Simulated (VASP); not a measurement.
GdO4: relaxation of cell and atoms with PBE

The system is GdO4.

```
CELL_PARAMETERS angstrom
4.06370 0.00000 0.00000
0.00000 4.06370 0.00000
0.00000 0.00000 4.06370
ATOMIC_POSITIONS crystal
Gd 0.00000 0.00000 0.00000
O 0.30907 0.69093 0.69093
O 0.69093 0.30907 0.69093
O 0.69093 0.69093 0.30907
O 0.30907 0.30907 0.30907
```

The cell was generated, and may not be a known phase.

```
Program                : VASP 6.6.1
Task                   : relaxation of cell and atoms
Functional             : PBE
Potentials or basis    : VASP PAW PBE potentials, release 64 (Gd, O)
Cutoff                 : 600 eV
k mesh                 : 10 × 10 × 10
Occupations            : gaussian, width 0.1 eV
Spin                   : collinear spin, ferrimagnetic start
Starting moments       : [7.26, -1.25, -1.25, -1.25, -1.25] μB
Dipole correction      : no
Further INCAR settings : ALGO = Normal; EDIFF = 1e-07; IBRION = 2; EDIFFG = -0.01; NSW = 100; ISIF = 3
```

| Quantity | Value |
| --- | --- |
| Relaxed volume | 12.94 Å³/atom |
| Relaxed cell | a = 4.015 Å, b = 4.015 Å, c = 4.015 Å, α = 90.00°, β = 90.00°, γ = 90.00° |
| Space group after relaxing (to 0.1 Å) | P-43m (No. 215) |
| Energy gained by relaxing | 4.4 meV/atom |
| Ionic steps | 4 |
| Pressure after relaxing | 0.0 GPa |
| Largest force after relaxing | 0.006 eV/Å |
| Net moment | 6.98 μB per cell |
| Site moments | Gd +6.81; O -0.01 μB |
| Valence electrons inside the program's atomic spheres | Gd 15.24; O 4.75 |

Forces on the atoms (eV/Å):
```
Gd   0.000  0.000  0.000
O    0.004 -0.004 -0.004
O   -0.004  0.004 -0.004
O   -0.004 -0.004  0.004
O    0.004  0.004  0.004
```

Step by step:
```
step  energy change (eV)  largest force (eV/Å)  pressure (GPa)  volume (Å³)
   1              0.0000                0.0997           -2.53        67.11
   2             -0.0200                0.1211           -0.22        65.07
   3             -0.0204                0.1242            0.19        64.74
   4             -0.0221                0.0062            0.01        64.70
```

Final structure:
```cif
data_structure
_symmetry_space_group_name_H-M 'P 1'
_symmetry_Int_Tables_number 1
_cell_length_a 4.0146
_cell_length_b 4.0146
_cell_length_c 4.0146
_cell_angle_alpha 90.000
_cell_angle_beta 90.000
_cell_angle_gamma 90.000
_cell_volume 64.70
loop_
_atom_site_label
_atom_site_type_symbol
_atom_site_fract_x
_atom_site_fract_y
_atom_site_fract_z
_atom_site_occupancy
Gd1 Gd 0.00000 0.00000 0.00000 1
O1 O 0.31082 0.68918 0.68918 1
O2 O 0.68918 0.31082 0.68918 1
O3 O 0.68918 0.68918 0.31082 1
O4 O 0.31082 0.31082 0.31082 1
```

Levels at points of the mesh, in eV from the Fermi level:
Spin up:
```
           k point  band 23  band 24  band 25  band 26
(0.00, 0.00, 0.00)    -0.06    -0.06    -0.05    -0.05
(0.50, 0.00, 0.00)    -1.04    -0.53    -0.53     0.64
(0.50, 0.50, 0.00)    -0.43    -0.04    -0.04     0.07
(0.50, 0.50, 0.50)    -0.80    -0.80     0.54     0.54
```
Spin down:
| k point | band 13 | band 14 | band 15 | band 16 | band 17 | band 18 | band 19 | band 20 | band 21 | band 22 |
| --- | --- | --- | --- | --- | --- | --- | --- | --- | --- | --- |
| (0.00, 0.00, 0.00) | -1.90 | -1.90 | -0.79 | -0.79 | -0.79 | 0.11 | 0.11 | 0.11 | 2.73 | 2.88 |
| (0.50, 0.00, 0.00) | -2.48 | -2.24 | -1.98 | -0.69 | -0.69 | -0.56 | 0.76 | 0.76 | 2.76 | 2.82 |
| (0.50, 0.50, 0.00) | -2.21 | -1.27 | -0.69 | -0.69 | 0.01 | 0.20 | 0.30 | 0.30 | 2.74 | 2.74 |
| (0.50, 0.50, 0.50) | -1.18 | -1.18 | -0.28 | -0.28 | -0.28 | -0.07 | -0.07 | -0.07 | 2.75 | 2.75 |

It took 59 min on 1 thread of Intel(R) Xeon(R) Platinum 8259CL CPU @ 2.50GHz (Skylake/Cascade Lake) (shared host), peak memory 0.38 GiB.

Caveat: the highest band is partly filled, so the run has too few bands; spin-orbit coupling is left out, which moves the levels of the heavy elements; a cell with one magnetic atom can't hold antiferromagnetic order, which such compounds often take; semilocal functionals describe open f shells poorly, which spoils levels, moments and volumes. The state reached can hang on the start; a lower one may exist.
